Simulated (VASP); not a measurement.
ZnO, 2 atoms in the cell. Symmetry: Fm-3m, No. 225, cubic system. The conventional cell has a = 4.237 Å, b = 4.237 Å, c = 4.237 Å, α = 90.00°, β = 90.00°, γ = 90.00°. Within 2.8 Å of Zn (site symmetry m-3m) lie 6 O at 2.12 Å. Within 2.8 Å of O (site symmetry m-3m) lie 6 Zn at 2.12 Å.  This cell differs from its parent crystal: Mg replaced by Zn, lengths x 0.945, strained.

```yaml
Program: VASP 6.6.1
Task: single point
Functional: PBEsol
Potentials_or_basis: VASP PAW PBE potentials, release 64 (Zn, O)
Cutoff: 520 eV
k_mesh: 12 × 12 × 12
Occupations: gaussian, width 0.02 eV
Spin: no spin polarisation
Dipole_correction: no
Further_INCAR_settings: ALGO = Normal; EDIFF = 1e-07; NBANDS = 16
```

Potentials or basis: VASP PAW PBE potentials, release 64 (Zn, O).

Command:

```bash
$ cat potpaw_PBE.64/Zn/POTCAR potpaw_PBE.64/O/POTCAR > POTCAR
$ mpirun -np 1 vasp_std > vasp.out
```

Hardware: 1 thread of Intel(R) Xeon(R) Platinum 8488C (Sapphire Rapids) (shared host).

Question: How long does it take, and how much memory?

Answer: It took 10 s on 1 thread of Intel(R) Xeon(R) Platinum 8488C (Sapphire Rapids) (shared host), peak memory 0.15 GiB. Counts: scf iterations 12, k points 72.
